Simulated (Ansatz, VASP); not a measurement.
**Tl in VASP and in Ansatz**

```xyz
4
Lattice="3.6913 0.0000 0.0000 -1.8456 3.1967 0.0000 0.0000 0.0000 11.8228" Properties=species:S:1:pos:R:3 pbc="T T T"
Tl   -1.8456    3.1967    0.0000
Tl    0.0000    0.0000    5.9114
Tl    0.0000    2.1312    2.9557
Tl    1.8456    1.0656    8.8671
```

Alike in both runs: task single point; functional RPBE; k mesh 11 × 11 × 3; occupations fermi-dirac, width 0.1 eV; no spin polarisation.

```csv
,VASP,Ansatz
version,VASP 6.6.1,Ansatz 0.2.0
potentials or method,"VASP PAW PBE potentials, release 64 (Tl_d), cutoff 520 eV","plane waves (420 eV) with PAW, scalar-relativistic"
valence electrons in the cell,52,52
```

VASP gave:

```
pressure (GPa)                                                : -0.8
traceless stress, the component that is largest in VASP (GPa) : -0.07
```

What did Ansatz give for the same quantities?

Pressure (GPa): -0.7; traceless stress, the component that is largest in VASP (GPa): -0.07.

VASP's potentials were made for PBE, not for RPBE.

Neither program's run includes spin-orbit coupling.
